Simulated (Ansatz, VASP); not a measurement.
## One calculation of Ni, two programs

Contents of POSCAR:

```
Ni
1.0
    3.1529055913      0.0000000000      0.0000000000
   -1.5764527957      2.7304963378      0.0000000000
    0.0000000000      0.0000000000      5.2108148701
Ni
2
Direct
    0.3333333333      0.6666666667      0.2500000000
    0.6666666667      0.3333333333      0.7500000000
```

The input INCAR.step1:

```
ALGO = Normal
EDIFF = 1E-4
ENCUT = 520
GGA = PE
ISMEAR = 0
ISPIN = 2
LASPH = T
LCHARG = F
LMAXMIX = 4
LREAL = F
LWAVE = T
MAGMOM = 2 2
NBANDS = 21
NELM = 150
PREC = Accurate
SIGMA = 0.1
```

INCAR.step2

```
ALGO = Normal
EDIFF = 1E-6
ENCUT = 520
ISIF = 2
ISMEAR = 0
ISPIN = 2
ISTART = 1
LASPH = T
LCHARG = F
LMAXMIX = 4
LMIXTAU = T
LORBIT = 11
LREAL = F
LWAVE = F
MAGMOM = 2 2
METAGGA = R2SCAN
NBANDS = 21
NELM = 150
PREC = Accurate
SIGMA = 0.1
```

KPOINTS

```
k-points
0
Gamma
  6 6 4
```

Input for Ansatz:

```yaml
crystal:
  lattice:
    - [3.1529055913, 0.0, 0.0]
    - [-1.5764527957, 2.7304963378, 0.0]
    - [0.0, 0.0, 5.2108148701]
  atoms:
    - { symbol: Ni, position: [0.3333333333, 0.6666666667, 0.25], spin: 2.0 }
    - { symbol: Ni, position: [0.6666666667, 0.3333333333, 0.75], spin: 2.0 }
basis:
  ecutwfc: 500
kpoints:
  mp_grid: { grid: [6, 6, 4] }
hamiltonian:
  xc: r2scan
scf:
  occupations: { method: gaussian, width: 0.1 }
  lower_state_search: "off"
output:
  forces: true
  stress: true
  eigenvalues: true
  populations: true
magnetization:
  spin_polarized: true
```

Alike in both runs: task single point; functional r2SCAN; k mesh 6 × 6 × 4; occupations gaussian, width 0.1 eV; collinear spin.

|  | VASP | Ansatz |
| --- | --- | --- |
| version | VASP 6.6.1 | Ansatz 0.2.0 |
| potentials or method | VASP PAW PBE potentials, release 64 (Ni), cutoff 520 eV | scalar-relativistic, plane waves, PAW |
| valence electrons in the cell | 20 | 36 |

|  | VASP | Ansatz | Ansatz less VASP |
| --- | --- | --- | --- |
| gap on the k mesh at the Fermi level (eV) | none | none | - |
| pressure (GPa) | -25.2 | -25.4 | -0.23 |
| traceless stress, the component that is largest in VASP (GPa) | 0.10 | -0.07 | -0.172 |
| net moment per atom (μB) | 0.84 | 0.87 | +0.021 |
| size of the moment on the site where the two differ most (μB) | 0.94 | 0.95 | +0.008 |

VASP's potentials were made for PBE, not for r2SCAN. Site moments also hang on the region over which each program counts them. A gap of «none» marks a metal or a gap that the smearing closes. The functional is the same, so the differences come from potentials, cutoffs and numerics. VASP's potentials hold 20 valence electrons a cell and Ansatz's 36, so a difference there can come from the potentials and not from the codes. Ansatz's warnings: stability check not made.

The k mesh is coarse, so the values compare programs but aren't converged.
